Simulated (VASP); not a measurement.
Wanted: the native input for a VASP 6.6.1 run.

```yaml
Task: single point
Functional: PBE
Potentials_or_basis: VASP PAW PBE potentials, release 64 (Zn, S)
Cutoff: 520 eV
k_mesh: 2 × 2 × 2
Occupations: gaussian, width 0.01 eV
Spin: no spin polarisation
Dipole_correction: no
Further_INCAR_settings: LREAL = Auto; ALGO = Normal; EDIFF = 1e-06; NBANDS = 82
```

The structure of Zn8S7 (a cell with a defect) lies in POSCAR:

```
Zn8S7
1.0
    0.0000000000      0.0000000000      6.3046430491
   -3.8440669358     -6.6581192403      0.0000000000
    7.6881338714     -0.0000000001      0.0000000000
Zn S
8 7
Direct
    0.1075330920      0.1666666667      0.8333333333
   -0.0169898898      0.1719244174      0.3359622087
   -0.0169898898      0.6640377913      0.8280755826
   -0.0169898898      0.6640377913      0.3359622087
    0.4980302469      0.3311506473      0.1623012947
    0.4980302469      0.3311506473      0.6688493527
    0.4929691804      0.8333333333      0.1666666667
    0.4980302469      0.8376987053      0.6688493527
    0.3649899535      0.1681119997      0.3340559999
    0.3649899535      0.6659440001      0.8318880003
    0.3649899535      0.6659440001      0.3340559999
    0.8735523692      0.3258027030      0.1516054060
    0.8735523692      0.3258027030      0.6741972970
    0.8660163621      0.8333333333      0.1666666667
    0.8735523692      0.8483945940      0.6741972970
```

This cell differs from its parent crystal: atoms taken out, then relaxed in part.

The input as run:

INCAR

```
ALGO = Normal
EDIFF = 1E-6
ENCUT = 520
GGA = PE
ISIF = 2
ISMEAR = 0
LASPH = T
LCHARG = F
LREAL = Auto
LWAVE = F
NBANDS = 82
NELM = 60
PREC = Accurate
SIGMA = 0.01
```

KPOINTS

```
k-points
0
Gamma
  2 2 2
```

Potentials or basis: VASP PAW PBE potentials, release 64 (Zn, S).

Run with:

```bash
$ cat potpaw_PBE.64/Zn/POTCAR potpaw_PBE.64/S/POTCAR > POTCAR
$ mpirun -np 1 vasp_std > vasp.out
```

It gave:

```json
{"Pressure": "-2.6 GPa", "Largest force": "0.024 eV/Å", "Band gap on the k mesh": "1.27 eV"}
```

Caveat: the k points lie up to 0.50 Å⁻¹ apart; the cell differs from its parent crystal (atoms taken out, then relaxed in part).

It took 2 min on 1 thread of Intel(R) Xeon(R) 6975P-C (Granite Rapids), on a shared host, peak memory 0.42 GiB.
